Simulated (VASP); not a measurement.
Input of a VASP 6.6.1 run:

INCAR

```
PREC     = Accurate       # precision mode
ENCUT    = 600            # plane-wave cutoff, eV
EDIFF    = 1E-6           # SCF threshold, eV
ISMEAR   = 0              # smearing method
SIGMA    = 0.1            # smearing width, eV
LREAL    = F              # projectors in reciprocal space
LASPH    = T              # aspherical terms in the spheres
NELM     = 150            # most SCF steps
ALGO     = Normal         # electronic algorithm
ISIF     = 3              # what is computed and relaxed
LWAVE    = F              # write WAVECAR
LCHARG   = F              # write CHGCAR
ISPIN    = 2              # spin polarisation
MAGMOM   = 0 0 0 0.83     # initial moments
LORBIT   = 11             # projections on sites
LMAXMIX  = 4              # l up to which the mixer works
GGA      = PE             # functional
IBRION   = 2              # ionic algorithm
NSW      = 100            # ionic steps
EDIFFG   = -0.01          # ionic threshold
```

The input KPOINTS:

```
regular mesh
0
Gamma
  16 16 16
```

Contents of POSCAR:

```
MoH3
1.0
    2.9063949720      0.0000000000      0.0000000000
    0.0000000000      2.9063949720      0.0000000000
    0.0000000000      0.0000000000      2.9063949720
H Mo
3 1
Direct
    0.0000000000      0.5000000000      0.0000000000
    0.5000000000      0.0000000000      0.0000000000
    0.0000000000      0.0000000000      0.5000000000
    0.5000000000      0.5000000000      0.5000000000
```

Potentials or basis: VASP PAW PBE potentials, release 64 (H, Mo_sv).

Command:

```bash
$ cat potpaw_PBE.64/H/POTCAR potpaw_PBE.64/Mo_sv/POTCAR > POTCAR
$ mpirun -np 1 vasp_std > vasp.out
```

(1) Estimate the relaxed volume.

(2) What does it give for the site moments?

(3) Estimate the net moment.

Answers

(1) 6.21 Å³/atom.

(2) H -0.01; Mo +0.92 μB.

(3) 1.00 μB per cell.
